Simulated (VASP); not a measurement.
Input of a VASP 6.6.1 run:

Contents of INCAR:

```
  ALGO = Normal
  EDIFF = 1E-6
  ENCUT = 520
  GGA = PE
  ISIF = 2
  ISMEAR = 0
  LASPH = T
  LCHARG = F
  LREAL = F
  LWAVE = F
  NBANDS = 23
  NELM = 60
  PREC = Accurate
  SIGMA = 0.1
```

The input KPOINTS:

```
k-points
0
Gamma
  6 6 6
```

Contents of POSCAR:

```
Ru2C
1.0
    4.0702093443      0.0000000000      0.0000000000
   -2.0351046722      3.5249046909      0.0000000000
    0.0000000000      0.0000000000      2.6351784689
Ru C
2 1
Direct
    0.3333333333      0.6666666667      0.5000000000
    0.6666666667      0.3333333333      0.5000000000
    0.0000000000      0.0000000000      0.0000000000
```

Potentials or basis: VASP PAW PBE potentials, release 64 (Ru_pv, C).

Launch:

```sh
$ cat potpaw_PBE.64/Ru_pv/POTCAR potpaw_PBE.64/C/POTCAR > POTCAR
$ mpirun -np 1 vasp_std > vasp.out
```

Predict the pressure.

0.3 GPa.

Predict the band gap on the k mesh.

zero (band 16 reaches 11.28 eV, above the bottom of band 17 at 10.02 eV).

Stress tensor (GPa, compression positive):
```
0.47 0.00 0.00
0.00 0.47 0.00
0.00 0.00 0.03
```

Caveat: the k points lie up to 0.40 Å⁻¹ apart.
